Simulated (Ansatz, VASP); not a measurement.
ZnS in VASP and in Ansatz

The input INCAR:

```
  PREC = Accurate
  ENCUT = 500
  EDIFF = 1E-6
  ISMEAR = -5
  SIGMA = 0.1
  LREAL = F
  LASPH = T
  NELM = 120
  ALGO = Normal
  ISIF = 2
  LWAVE = F
  LCHARG = F
  GGA = PE
  NBANDS = 16
  GGA_COMPAT = F
```

Contents of KPOINTS:

```
Automatic mesh
0
Gamma
  6 6 6
```

POSCAR

```
ZnS
1.0
    0.0000000000      2.6936828773      2.6936828773
    2.6936828773      0.0000000000      2.6936828773
    2.6936828773      2.6936828773      0.0000000000
Zn S
1 1
Direct
    0.0000000000      0.0000000000      0.0000000000
    0.2500000000      0.2500000000      0.2500000000
```

Input for Ansatz:

```yaml
crystal:
  lattice:
    - [0.0, 2.6936828773, 2.6936828773]
    - [2.6936828773, 0.0, 2.6936828773]
    - [2.6936828773, 2.6936828773, 0.0]
  atoms:
    - { symbol: Zn, position: [0.0, 0.0, 0.0] }
    - { symbol: S, position: [0.25, 0.25, 0.25] }
basis:
  ecutwfc: 420
kpoints:
  mp_grid: { grid: [6, 6, 6] }
hamiltonian:
  xc: pbe
scf:
  occupations: { method: tetrahedron }
output:
  forces: true
  stress: true
  eigenvalues: true
```

Alike in both runs: task single point; functional PBE; k mesh 6 × 6 × 6; occupations tetrahedron; no spin polarisation.

```csv
,VASP,Ansatz
version,VASP 6.6.1,Ansatz 0.2.0
potentials or method,"VASP PAW PBE potentials, release 64 (Zn, S), cutoff 500 eV","scalar-relativistic, plane waves, PAW"
valence electrons in the cell,18,18
```

```csv
,VASP,Ansatz,Ansatz less VASP
gap on the k mesh at the Fermi level (eV),2.15,2.15,-0.005
least direct gap on the mesh (eV),2.15,2.15,-0.005
pressure (GPa),2.5,2.3,-0.16
```

Ansatz's warnings: band table not solved further, tetrahedron derivatives may miss energy slope.
